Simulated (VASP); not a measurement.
# PbSe (R-3m) in VASP: notebook, part 2 of 2

VASP 6.6.1. The steps go on from the part before.

## Step 4: Electric field gradients, PBE (equal xy, yz and zx shear strains of +1 %)

File INCAR:

```
PREC     = Accurate       # precision mode
ENCUT    = 520            # plane-wave cutoff, eV
EDIFF    = 1E-8           # SCF threshold, eV
ISMEAR   = -1             # smearing method
SIGMA    = 0.01           # smearing width, eV
LREAL    = F              # projectors in reciprocal space
LASPH    = T              # aspherical terms in the spheres
NELM     = 60             # most SCF steps
ALGO     = Normal         # electronic algorithm
ISIF     = 2              # what is computed and relaxed
LWAVE    = F              # write WAVECAR
LCHARG   = F              # write CHGCAR
GGA      = PE             # functional
LEFG     = T            
NBANDS   = 17             # bands
```

File KPOINTS:

```
Automatic mesh
0
Gamma
  9 9 9
```

File POSCAR:

```
PbSe
1.0
    0.0306215000      3.0774607500      3.0774607500
    3.0774607500      0.0306215000      3.0774607500
    3.0774607500      3.0774607500      0.0306215000
Pb Se
1 1
Direct
    0.0000000000      0.0000000000      0.0000000000
    0.5000000000      0.5000000000      0.5000000000
```

Potentials or basis: VASP PAW PBE potentials, release 64 (Pb_d, Se).

Run with:

```sh
> cat potpaw_PBE.64/Pb_d/POTCAR potpaw_PBE.64/Se/POTCAR > POTCAR
> mpirun -np 1 vasp_std > vasp.out
```

OUTCAR:

```text
PREC = Accurate
   ENCUT = 520
   EDIFF = 1E-8
   ISMEAR = -1
   LREAL = F
   LASPH = T
   NELM = 60
   ISIF = 2
   GGA = PE

 ion  position               nearest neighbor table
   1  0.000  0.000  0.000-   2 3.06   2 3.06   2 3.06   2 3.06   2 3.06   2 3.06
   2  0.500  0.500  0.500-   1 3.06   1 3.06   1 3.06   1 3.06   1 3.06   1 3.06

  LATTYP: Found a trigonal (rhomboedric) cell.
 ALAT       =     4.3522944537
 COS(alpha) =     0.5099250056

  Lattice vectors:

 A1 = (   0.0306215000,   3.0774607500,   3.0774607500)
 A2 = (   3.0774607500,   0.0306215000,   3.0774607500)
 A3 = (   3.0774607500,   3.0774607500,   0.0306215000)

Analysis of symmetry for initial positions (statically):
=====================================================================
 Subroutine PRICEL returns:
 Original cell was already a primitive cell.

 Routine SETGRP: Setting up the symmetry group for a
 trigonal (rhombohedral) supercell.

 Subroutine GETGRP returns: Found 12 space group operations
 (whereof 12 operations were pure point group operations)
 out of a pool of 12 trial point group operations.

The static configuration has the point symmetry D_3d.

Analysis of symmetry for dynamics (positions and initial velocities):
=====================================================================
 Subroutine PRICEL returns:
 Original cell was already a primitive cell.

 Routine SETGRP: Setting up the symmetry group for a
 trigonal (rhombohedral) supercell.

 Subroutine GETGRP returns: Found 12 space group operations
 (whereof 12 operations were pure point group operations)
 out of a pool of 12 trial point group operations.

The dynamic configuration has the point symmetry D_3d.

 Subroutine INISYM returns: Found 12 space group operations
[... 150 lines left out ...]

 k-point     1 :       0.0000    0.0000    0.0000
  band No.  band energies     occupation
      1     -11.7854      2.00000
      2     -11.7854      2.00000
      3     -11.7828      2.00000
      4     -11.7782      2.00000
      5     -11.7782      2.00000
      6      -8.5303      2.00000
[... 457 lines left out ...]
      4     -11.7417      2.00000
      5     -11.7396      2.00000
      6      -7.1569      2.00000
[... 9 lines left out ...]
     16      16.5349      0.00000
     17      17.5525      0.00000

 [... further k-points ...]
[... 5 lines left out ...]
  --------------------------------------------------------------------------------------
  -------------------------------------------------------------------------------------
  Total        0.8302516      0.8302516      0.8302516     -0.0616766     -0.0616766     -0.0616766
  in kB       23.1655901     23.1655901     23.1655901     -1.7208931     -1.7208931     -1.7208931
  external PRESSURE =      23.1655901 kB  Pullay stress =       0.0000000 kB

 VOLUME and BASIS-vectors are now :
 -----------------------------------------------------------------------------
  energy-cutoff  :      520.00
  volume of cell :       57.42
      direct lattice vectors                 reciprocal lattice vectors
     0.030621500  3.077460750  3.077460750    -0.164916888  0.163292091  0.163292091
     3.077460750  0.030621500  3.077460750     0.163292091 -0.164916888  0.163292091
     3.077460750  3.077460750  0.030621500     0.163292091  0.163292091 -0.164916888

 POSITION                                       TOTAL-FORCE (eV/Angst)
 -----------------------------------------------------------------------------------
      0.00000      0.00000      0.00000        -0.000000     -0.000000      0.000000
      3.09277      3.09277      3.09277         0.000000      0.000000     -0.000000
 -----------------------------------------------------------------------------------
    total drift:                                0.000000     -0.000000     -0.000000

  FREE ENERGIE OF THE ION-ELECTRON SYSTEM (eV)
  ---------------------------------------------------
  free  energy   TOTEN  =        -8.1785598139 eV

  energy  without entropy=       -8.1785598139  energy(sigma->0) =       -8.17855981

 Electric field gradients (V/A^2)
---------------------------------------------------------------------
 ion       V_xx      V_yy      V_zz      V_xy      V_xz      V_yz
---------------------------------------------------------------------
   1      -0.000     0.000    -0.000    -0.974    -0.974    -0.974
   2       0.000     0.000     0.000     3.441     3.441     3.441
---------------------------------------------------------------------

 Electric field gradients after diagonalization (V/A^2)
 (convention: |V_zz| > |V_xx| > |V_yy|)
----------------------------------------------------------------------
 ion       V_xx      V_yy      V_zz     asymmetry (V_yy - V_xx)/ V_zz
----------------------------------------------------------------------
   1       0.974     0.974    -1.948       0.000
   2      -3.441    -3.441     6.881       0.000
----------------------------------------------------------------------

           NMR quadrupolar parameters

 Cq : quadrupolar parameter    Cq=e*Q*V_zz/h
 eta: asymmetry parameters     (V_yy - V_xx)/ V_zz
 Q  : nuclear electric quadrupole moment in mb (millibarn)
----------------------------------------------------------------------
 ion       Cq(MHz)       eta       Q (mb)
----------------------------------------------------------------------
   1      -0.005       0.000       1.000
   2       0.017       0.000       1.000
----------------------------------------------------------------------
```

OSZICAR:

```text
N       E                     dE             d eps       ncg     rms          rms(c)
DAV:   1     0.158944731743E+03    0.15894E+03   -0.95573E+03  2898   0.119E+03
DAV:   2     0.310593938290E+01   -0.15584E+03   -0.15048E+03  3127   0.307E+02
DAV:   3    -0.819281831907E+01   -0.11299E+02   -0.11201E+02  3604   0.884E+01
DAV:   4    -0.845941932844E+01   -0.26660E+00   -0.26641E+00  3573   0.152E+01
DAV:   5    -0.846815945178E+01   -0.87401E-02   -0.87396E-02  4083   0.267E+00    0.277E+00
DAV:   6    -0.818027358409E+01    0.28789E+00   -0.70965E-01  4421   0.576E+00    0.156E+00
DAV:   7    -0.817550537661E+01    0.47682E-02   -0.12060E-01  3521   0.167E+00    0.856E-01
DAV:   8    -0.817893368107E+01   -0.34283E-02   -0.13163E-02  3425   0.124E+00    0.162E-01
DAV:   9    -0.817849137240E+01    0.44231E-03   -0.28403E-03  4509   0.520E-01    0.507E-02
DAV:  10    -0.817855294202E+01   -0.61570E-04   -0.22946E-04  3374   0.859E-02    0.188E-02
DAV:  11    -0.817855979967E+01   -0.68577E-05   -0.62689E-05  3808   0.783E-02    0.894E-03
DAV:  12    -0.817855976841E+01    0.31259E-07   -0.33703E-06  3679   0.126E-02    0.252E-03
DAV:  13    -0.817855978879E+01   -0.20379E-07   -0.15426E-07  3756   0.380E-03    0.951E-04
DAV:  14    -0.817855981154E+01   -0.22744E-07   -0.13474E-07  3173   0.239E-03    0.305E-04
DAV:  15    -0.817855981386E+01   -0.23249E-08   -0.41363E-09  3029   0.423E-04
   1 F= -.81785598E+01 E0= -.81785598E+01  d E =-.181961E-14
```

Run time: 51 s. Hardware: 1 thread of Intel Xeon Platinum 8375C at 2.90GHz (Ice Lake), shared host; peak memory 0.23 GiB.

Results:

```
Free energy            : -8.1786 eV
Pressure               : 2.3 GPa
Band gap on the k mesh : 0.61 eV, indirect (least direct gap 0.69 eV)
```

Electric field gradients, principal values (V/Å²):
```tsv
atom	least	middle	greatest (by size)
1 Pb	0.974	0.974	-1.948
2 Se	-3.441	-3.441	6.881
```

Caveat: the cell differs from its parent crystal (equal xy, yz and zx shear strains of +1 %); without QUAD_EFG the Cq values of the log hold for a quadrupole moment of 1 mb, not for the nuclei; spin-orbit coupling is left out, which moves the levels of the heavy elements. A k mesh can miss the band edges.

## Step 5: Electric field gradients, PBE (equal xy, yz and zx shear strains of +3 %)

File INCAR:

```
SYSTEM = PbSe
PREC = Accurate ; ENCUT = 520
EDIFF = 1E-8 ; ISMEAR = -1
SIGMA = 0.01 ; LREAL = .False.
LASPH = .True. ; NELM = 100
ALGO = Normal ; ISIF = 2
LWAVE = .False. ; LCHARG = .False.
GGA = PE ; LEFG = .True.
NBANDS = 17
```

File KPOINTS:

```
regular mesh
0
Gamma
  9 9 9
  0 0 0
```

File POSCAR:

```
PbSe
1.0
    0.0918645000      3.1080822500      3.1080822500
    3.1080822500      0.0918645000      3.1080822500
    3.1080822500      3.1080822500      0.0918645000
Pb Se
1 1
Direct
    0.0000000000      0.0000000000      0.0000000000
    0.5000000000      0.5000000000      0.5000000000
```

Potentials or basis: VASP PAW PBE potentials, release 64 (Pb_d, Se).

Run with:

```sh
> cat potpaw_PBE.64/Pb_d/POTCAR potpaw_PBE.64/Se/POTCAR > POTCAR
> mpirun -np 1 vasp_std > vasp.out
```

OUTCAR:

```text
SYSTEM = PbSe
   PREC = Accurate
   ENCUT = 520
   EDIFF = 1E-8
   ISMEAR = -1
   LREAL = .False.
   LASPH = .True.
   NELM = 100
   ISIF = 2
   GGA = PE

 ion  position               nearest neighbor table
   1  0.000  0.000  0.000-   2 3.06   2 3.06   2 3.06   2 3.06   2 3.06   2 3.06
   2  0.500  0.500  0.500-   1 3.06   1 3.06   1 3.06   1 3.06   1 3.06   1 3.06

  LATTYP: Found a trigonal (rhomboedric) cell.
 ALAT       =     4.3964519367
 COS(alpha) =     0.5293254421

  Lattice vectors:

 A1 = (   0.0918645000,   3.1080822500,   3.1080822500)
 A2 = (   3.1080822500,   0.0918645000,   3.1080822500)
 A3 = (   3.1080822500,   3.1080822500,   0.0918645000)

Analysis of symmetry for initial positions (statically):
=====================================================================
 Subroutine PRICEL returns:
 Original cell was already a primitive cell.

 Routine SETGRP: Setting up the symmetry group for a
 trigonal (rhombohedral) supercell.

 Subroutine GETGRP returns: Found 12 space group operations
 (whereof 12 operations were pure point group operations)
 out of a pool of 12 trial point group operations.

The static configuration has the point symmetry D_3d.

Analysis of symmetry for dynamics (positions and initial velocities):
=====================================================================
 Subroutine PRICEL returns:
 Original cell was already a primitive cell.

 Routine SETGRP: Setting up the symmetry group for a
 trigonal (rhombohedral) supercell.

 Subroutine GETGRP returns: Found 12 space group operations
 (whereof 12 operations were pure point group operations)
 out of a pool of 12 trial point group operations.

The dynamic configuration has the point symmetry D_3d.

 Subroutine INISYM returns: Found 12 space group operations
 (whereof 12 operations are pure point group operations),
 and found     1 'primitive' translations

----------------------------------------------------------------------------------------

                                     Primitive cell

  volume of cell :      57.3877

  direct lattice vectors                    reciprocal lattice vectors
     0.091864500  3.108082250  3.108082250    -0.168184659  0.163356391  0.163356391
     3.108082250  0.091864500  3.108082250     0.163356391 -0.168184659  0.163356391
     3.108082250  3.108082250  0.091864500     0.163356391  0.163356391 -0.168184659

  length of vectors
     4.396451937  4.396451937  4.396451937     0.285756366  0.285756366  0.285756366

  position of ions in fractional coordinates (direct lattice)
     0.000000000  0.000000000  0.000000000
     0.500000000  0.500000000  0.500000000

  ion indices of the primitive-cell ions
   primitive index   ion index
                 1           1
                 2           2

----------------------------------------------------------------------------------------

 KPOINTS: regular mesh

Automatic generation of k-mesh.
 Grid dimensions read from file:
[... 67 lines left out ...]
   EDIFFG = 0.1E-06   stopping-criterion for IOM
   NSW    =      0    number of steps for IOM
   IBRION =     -1    ionic relax: 0-MD 1-quasi-New 2-CG
   NFREE  =      0    steps in history (QN), initial steepest desc. (CG)
   ISIF   =      2    stress and relaxation
   ISYM   =      2    0-nonsym 1-usesym 2-fastsym
   POTIM  = 0.5000    time-step for ionic-motion
   TEBEG  =    0.0;   TEEND  =   0.0 temperature during run
   PSTRESS=    0.0 pullay stress
   NELECT =      20.0000    total number of electrons
   NUPDOWN=      -1.0000    fix difference up-down
   EMIN   =  10.00;   EMAX   =-10.00  energy-range for DOS
   EFERMI =   0.00;   METHOD = LEGACY
   ISMEAR =    -1;   SIGMA  =   0.01  broadening in eV -4-tet -1-fermi 0-gaus
   EFERMI_NEDOS =   21; number of points for ismear=-14 and -15
   IALGO  =     38    algorithm
   IMIX   =      4    mixing-type and parameters
     AMIX     =   0.40;   BMIX     =  1.00
     AMIX_MAG =   1.60;   BMIX_MAG =  1.00
  volume/ion in A,a.u.               =      28.69       193.64
  Fermi-wavevector in a.u.,A,eV,Ry     =   1.152069  2.177095 18.058508  1.327263
  Thomas-Fermi vector in A             =   2.288722
   LORBIT       =      0    0 simple, 1 ext, 2 COOP (PROOUT), +10 PAW based schemes
   GGA     = PE    functional components
   LHFCALC =     F    Hartree Fock is set to
   AEXX    =    0.0000 exact exchange contribution
   IVDW    =     0    specifies the selected vdW correction
   LEPSILON=     F    determine dielectric tensor
   LRPA    =     F    only Hartree local field effects (RPA)
 non-spin polarized calculation
  energy-cutoff  :      520.00
  volume of cell :       57.39
 maximum number of plane-waves:      1560
 NGX is ok and might be reduce to    36
   NGX = 17   NGY = 17   NGZ = 17

 number of electron      19.9999998 magnetization

 Free energy of the ion-electron system (eV)
  ---------------------------------------------------
  ext. energy  EPLUGINS =         0.00000000
  ---------------------------------------------------
  free energy    TOTEN  =        -8.17057160 eV

  energy without entropy =       -8.17057160  energy(sigma->0) =       -8.17057160

 E-fermi :   5.2658     XC(G=0):  -9.5280

 val. band max:        5.0469726112   @ k =   0.4444   0.4444   0.4444
 cond. band min:       5.4729059355   @ k =   0.4444   0.0000   0.0000
 fundamental gap:      0.4259333243
 Fermi energy:         5.2657897092

 k-point     1 :       0.0000    0.0000    0.0000
  band No.  band energies     occupation
      1     -11.7894      2.00000
      2     -11.7894      2.00000
      3     -11.7792      2.00000
      4     -11.7716      2.00000
      5     -11.7716      2.00000
      6      -8.5238      2.00000
[... 457 lines left out ...]
      4     -11.7414      2.00000
      5     -11.7350      2.00000
      6      -7.1482      2.00000
[... 9 lines left out ...]
     16      16.4774      0.00000
     17      17.3190      0.00000

 [... further k-points ...]
[... 5 lines left out ...]
  --------------------------------------------------------------------------------------
  -------------------------------------------------------------------------------------
  Total        0.8299998      0.8299998      0.8299998     -0.1923500     -0.1923500     -0.1923500
  in kB       23.1723197     23.1723197     23.1723197     -5.3701166     -5.3701166     -5.3701166
  external PRESSURE =      23.1723197 kB  Pullay stress =       0.0000000 kB

 VOLUME and BASIS-vectors are now :
 -----------------------------------------------------------------------------
  energy-cutoff  :      520.00
  volume of cell :       57.39
      direct lattice vectors                 reciprocal lattice vectors
     0.091864500  3.108082250  3.108082250    -0.168184659  0.163356391  0.163356391
     3.108082250  0.091864500  3.108082250     0.163356391 -0.168184659  0.163356391
     3.108082250  3.108082250  0.091864500     0.163356391  0.163356391 -0.168184659

 POSITION                                       TOTAL-FORCE (eV/Angst)
 -----------------------------------------------------------------------------------
      0.00000      0.00000      0.00000        -0.000000      0.000000     -0.000000
      3.15401      3.15401      3.15401         0.000000     -0.000000      0.000000
 -----------------------------------------------------------------------------------
    total drift:                               -0.000000      0.000000      0.000000

  FREE ENERGIE OF THE ION-ELECTRON SYSTEM (eV)
  ---------------------------------------------------
  free  energy   TOTEN  =        -8.1705715978 eV

  energy  without entropy=       -8.1705715978  energy(sigma->0) =       -8.17057160

 Electric field gradients (V/A^2)
---------------------------------------------------------------------
 ion       V_xx      V_yy      V_zz      V_xy      V_xz      V_yz
---------------------------------------------------------------------
   1      -0.000     0.000     0.000    -2.706    -2.706    -2.706
   2      -0.000    -0.000     0.000    10.342    10.342    10.342
---------------------------------------------------------------------

 Electric field gradients after diagonalization (V/A^2)
 (convention: |V_zz| > |V_xx| > |V_yy|)
----------------------------------------------------------------------
 ion       V_xx      V_yy      V_zz     asymmetry (V_yy - V_xx)/ V_zz
----------------------------------------------------------------------
   1       2.706     2.706    -5.412       0.000
   2     -10.342   -10.342    20.684       0.000
----------------------------------------------------------------------

           NMR quadrupolar parameters

 Cq : quadrupolar parameter    Cq=e*Q*V_zz/h
 eta: asymmetry parameters     (V_yy - V_xx)/ V_zz
 Q  : nuclear electric quadrupole moment in mb (millibarn)
----------------------------------------------------------------------
 ion       Cq(MHz)       eta       Q (mb)
----------------------------------------------------------------------
   1      -0.013       0.000       1.000
   2       0.050       0.000       1.000
----------------------------------------------------------------------
```

Run time: 77 s. Hardware: 1 thread of Intel Xeon Platinum 8375C at 2.90GHz (Ice Lake), shared host; peak memory 0.25 GiB.

What came out:

| Item | Value |
| --- | --- |
| Free energy | -8.1706 eV |
| Pressure | 2.3 GPa |
| Band gap on the k mesh | 0.43 eV, indirect (least direct gap 0.66 eV) |

Stress tensor (GPa, compression positive):
```
 2.32 -0.54 -0.54
-0.54  2.32 -0.54
-0.54 -0.54  2.32
```

Electric field gradients, principal values (V/Å²):
| atom | least | middle | greatest (by size) |
| --- | --- | --- | --- |
| 1 Pb | 2.706 | 2.706 | -5.412 |
| 2 Se | -10.342 | -10.342 | 20.684 |

Caveat: the cell differs from its parent crystal (equal xy, yz and zx shear strains of +3 %); without QUAD_EFG the Cq values of the log hold for a quadrupole moment of 1 mb, not for the nuclei; spin-orbit coupling is left out, which moves the levels of the heavy elements. A k mesh can miss the band edges.

## Step 6: Summary

| cell | gap on the mesh (eV) | pressure (GPa) |
| --- | --- | --- |
| a = 4.374 Å, angles 58.7°, 2 atoms | 0.52 | 2.3 |
| a = 4.288 Å, angles 61.3°, 2 atoms | 0.51 | 2.3 |
| a = 4.352 Å, angles 59.3°, 2 atoms | 0.61 | 2.3 |
| a = 4.396 Å, angles 58.0°, 2 atoms | 0.43 | 2.3 |

Alike in all rows: task electric field gradients; level PBE; potentials or basis VASP PAW PBE potentials, release 64 (Pb_d, Se); no spin polarisation; k mesh 9 × 9 × 9; cutoff (eV) 520; smearing fermi-dirac 0.01 eV.

Caveats: spin-orbit coupling is left out, which moves the levels of the heavy elements.

Absolute energies hang on the potentials; compare differences alone.
